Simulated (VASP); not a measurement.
## CdS: relaxation of cell and atoms with PBEsol

The system is CdS.

```
Cd S
1.0
     4.16884    0.00000    0.00000
    -2.08442    3.61032    0.00000
     0.00000    0.00000    6.77962
Cd S
2 2
Direct
  0.66667 0.33333 0.50022
  0.33333 0.66667 0.00022
  0.66667 0.33333 0.87678
  0.33333 0.66667 0.37678
```

- Program: VASP 6.6.1
- Task: relaxation of cell and atoms
- Functional: PBEsol
- Potentials or basis: VASP PAW PBE potentials, release 64 (Cd, S)
- Cutoff: 600 eV
- k mesh: 6 × 6 × 4
- Occupations: fermi-dirac, width 0.03 eV
- Spin: no spin polarisation
- Dipole correction: no
- Further INCAR settings: ALGO = Normal; EDIFF = 1e-06; IBRION = 2; EDIFFG = -0.01; NSW = 100; ISIF = 3

```json
{
 "Relaxed volume": "24.86 Å³/atom",
 "Relaxed cell": "a = 4.133 Å, b = 4.133 Å, c = 6.722 Å, α = 90.00°, β = 90.00°, γ = 120.00°",
 "Space group after relaxing (to 0.05 Å)": "P6_3mc (No. 186)",
 "Energy gained by relaxing": "3.1 meV/atom",
 "Ionic steps": "3",
 "Pressure after relaxing": "0.0 GPa",
 "Band gap on the k mesh": "1.08 eV, direct"
}
```

The path:
```tsv
step	energy change (eV)	largest force (eV/Å)	pressure (GPa)	volume (Å³)
1	0.0000	0.0036	-1.53	102.04
2	-0.0109	0.0020	0.60	98.48
3	-0.0126	0.0003	0.00	99.43
```

Final structure:
```
Cd S
1.0
     4.13284    0.00000    0.00000
    -2.06642    3.57915    0.00000
     0.00000    0.00000    6.72210
Cd S
2 2
Direct
  0.66667 0.33333 0.50021
  0.33333 0.66667 0.00021
  0.66667 0.33333 0.87679
  0.33333 0.66667 0.37679
```

Levels at points of the mesh, in eV from the valence-band top:
| k point | band 16 | band 17 | band 18 | band 19 | band 20 | band 21 |
| --- | --- | --- | --- | --- | --- | --- |
| (0.00, 0.00, 0.00) | -0.05 | 0.00 | 0.00 | 1.08 | 2.67 | 6.38 |
| (0.50, 0.00, 0.00) | -1.91 | -1.33 | -0.77 | 3.63 | 3.76 | 4.98 |
| (0.00, 0.00, 0.50) | -0.40 | -0.40 | -0.40 | 2.75 | 2.75 | 6.07 |
| (0.50, 0.00, 0.50) | -1.38 | -1.36 | -1.36 | 3.36 | 3.36 | 5.27 |

Wall time 5.9 min on 1 thread of AMD EPYC 7R13 (shared host), peak memory 0.25 GiB.

Caveat: the PAW data sets were made with another functional, which shifts forces and pressure a little. PBEsol gaps usually lie below the measured ones, often by a third to a half.
